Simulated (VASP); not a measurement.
# WS2 (P-62m) in VASP: a series of runs, part 2 of 2

VASP 6.6.1. Earlier steps stand in the parts before.

## 3. Single point, PBE, collinear spin

Contents of INCAR:

```
SYSTEM = WS2
PREC = Accurate
ENCUT = 520
EDIFF = 1E-6
ISMEAR = 0
SIGMA = 0.1
LREAL = .False.
LASPH = .True.
NELM = 150
ALGO = Normal
ISIF = 2
LWAVE = .False.
LCHARG = .False.
ISPIN = 2
MAGMOM = 0.42 0.42 0.02 0.02 0.02 0
LORBIT = 11
LMAXMIX = 4
GGA = PE
NBANDS = 39
```

Contents of KPOINTS:

```
Automatic mesh
0
Gamma
  6 6 4
  0 0 0
```

Contents of POSCAR:

```
WS2
1.0
    4.4770583100      0.0000000000      0.0000000000
   -2.2385291500      3.8772462300      0.0000000000
    0.0000000000      0.0000000000      7.1111484200
W S
2 4
Direct
    0.0000000000      0.0000000000      0.7851647800
    0.0000000000      0.0000000000      0.2148352200
    0.6183301300      0.0000000000      0.0000000000
    0.0000000000      0.6183301300      0.0000000000
    0.3816698700      0.3816698700      0.0000000000
    0.0000000000      0.0000000000      0.5000000000
```

Potentials or basis: VASP PAW PBE potentials, release 64 (W_sv, S).

Started as:

```sh
> cat potpaw_PBE.64/W_sv/POTCAR potpaw_PBE.64/S/POTCAR > POTCAR
> mpirun -np 1 vasp_std > vasp.out
```

OUTCAR:

```text
SYSTEM = WS2
   PREC = Accurate
   ENCUT = 520
   EDIFF = 1E-6
   ISMEAR = 0
   LREAL = .False.
   LASPH = .True.
   NELM = 150
   ISIF = 2
   ISPIN = 2
   LORBIT = 11
   GGA = PE

 ion  position               nearest neighbor table
   1  0.000  0.000  0.785-   6 2.03   4 2.29   3 2.29   5 2.29   2 3.06
   2  0.000  0.000  0.215-   6 2.03   4 2.29   3 2.29   5 2.29   1 3.06
   3  0.618  0.000  0.000-   1 2.29   2 2.29   5 2.42   5 2.42   4 2.42   4 2.42
   4  0.000  0.618  0.000-   1 2.29   2 2.29   5 2.42   3 2.42   5 2.42   3 2.42
   5  0.382  0.382  0.000-   1 2.29   2 2.29   3 2.42   4 2.42   3 2.42   4 2.42
   6  0.000  0.000  0.500-   1 2.03   2 2.03

  LATTYP: Found a hexagonal cell.
 ALAT       =     4.4770583100
 C/A-ratio  =     1.5883528709

[... 1955 lines left out ...]
      0.00000      0.00000      5.58342         0.000000      0.000000      5.960993
      0.00000      0.00000      1.52773         0.000000      0.000000     -5.960993
      2.76830      0.00000      0.00000        -0.006007      0.000000      0.000000
     -1.38415      2.39742      0.00000         0.003003     -0.005202      0.000000
      0.85438      1.47983      0.00000         0.003003      0.005202      0.000000
      0.00000      0.00000      3.55557         0.000000      0.000000      0.000000
 -----------------------------------------------------------------------------------
    total drift:                                0.000000      0.000000      0.000000

  FREE ENERGIE OF THE ION-ELECTRON SYSTEM (eV)
  ---------------------------------------------------
  free  energy   TOTEN  =       -35.1917978850 eV

  energy  without entropy=      -35.1734082110  energy(sigma->0) =      -35.18260305

 total charge

# of ion       s       p       d       tot
------------------------------------------
    1        2.384   6.296   3.719  12.398
    2        2.384   6.296   3.719  12.398
    3        1.393   2.281   0.000   3.674
    4        1.393   2.281   0.000   3.674
    5        1.393   2.281   0.000   3.674
    6        1.357   2.569   0.000   3.925
--------------------------------------------------
tot         10.303  22.002   7.438  39.743

 magnetization (x)

# of ion       s       p       d       tot
------------------------------------------
    1        0.031   0.013   0.671   0.715
    2        0.031   0.013   0.671   0.715
    3        0.011  -0.009   0.000   0.002
    4        0.011  -0.009   0.000   0.002
    5        0.011  -0.009   0.000   0.002
    6       -0.001   0.002   0.000   0.002
--------------------------------------------------
tot          0.095   0.000   1.342   1.437
```

OSZICAR:

```text
N       E                     dE             d eps       ncg     rms          rms(c)
DAV:   1     0.520119723881E+03    0.52012E+03   -0.27423E+04  3556   0.128E+03
DAV:   2    -0.397898209987E+01   -0.52410E+03   -0.50268E+03  3822   0.371E+02
DAV:   3    -0.364648688228E+02   -0.32486E+02   -0.31627E+02  4148   0.901E+01
DAV:   4    -0.372112348919E+02   -0.74637E+00   -0.74318E+00  3944   0.144E+01
DAV:   5    -0.372296260241E+02   -0.18391E-01   -0.18386E-01  4116   0.233E+00    0.461E+01
DAV:   6    -0.356123511890E+02    0.16173E+01   -0.88303E+00  3750   0.138E+01    0.205E+01
DAV:   7    -0.356198452653E+02   -0.74941E-02   -0.47008E+00  4049   0.109E+01    0.120E+01
DAV:   8    -0.351608837328E+02    0.45896E+00   -0.16720E+00  3808   0.632E+00    0.326E+00
DAV:   9    -0.351825164103E+02   -0.21633E-01   -0.10575E-01  3901   0.148E+00    0.106E+00
DAV:  10    -0.351877302251E+02   -0.52138E-02   -0.16774E-02  3945   0.598E-01    0.595E-01
DAV:  11    -0.351905170130E+02   -0.27868E-02   -0.35520E-03  3977   0.260E-01    0.213E-01
DAV:  12    -0.351916038842E+02   -0.10869E-02   -0.10570E-03  3804   0.137E-01    0.662E-02
DAV:  13    -0.351917527313E+02   -0.14885E-03   -0.14547E-04  4222   0.497E-02    0.424E-02
DAV:  14    -0.351917862308E+02   -0.33500E-04   -0.27000E-05  3665   0.211E-02    0.220E-02
DAV:  15    -0.351917963243E+02   -0.10093E-04   -0.12428E-05  3347   0.140E-02    0.852E-03
DAV:  16    -0.351917977755E+02   -0.14512E-05   -0.21976E-06  3071   0.645E-03    0.519E-03
DAV:  17    -0.351917978850E+02   -0.10953E-06   -0.35152E-07  2377   0.301E-03
   1 F= -.35191798E+02 E0= -.35182603E+02  d E =-.183897E-01  mag=     1.9739
```

Run time: 2.9 min. Hardware: 1 thread of Oxide Virtual Turin-like, shared host; peak memory 0.34 GiB.

What came out:

* Free energy: -35.1918 eV
* Pressure: 27.6 GPa
* Largest force: 5.961 eV/Å
* Band gap on the k mesh: zero (filled and empty bands overlap)
* Net moment: 1.97 μB per cell
* Site moments: W +0.71; S +0.00 μB
* Valence electrons inside the program's atomic spheres: W 12.40; S 3.67, 3.92

Forces in eV/Å, atoms in the order of the input:
```
W    0.000  0.000  5.961
W    0.000  0.000 -5.961
S   -0.006  0.000  0.000
S    0.003 -0.005  0.000
S    0.003  0.005  0.000
S    0.000  0.000  0.000
```

Caveat: spin-orbit coupling is left out, which moves the levels of the heavy elements; forces of over 1 eV/Å act on the atoms, so gaps and moduli don't describe the material at rest.
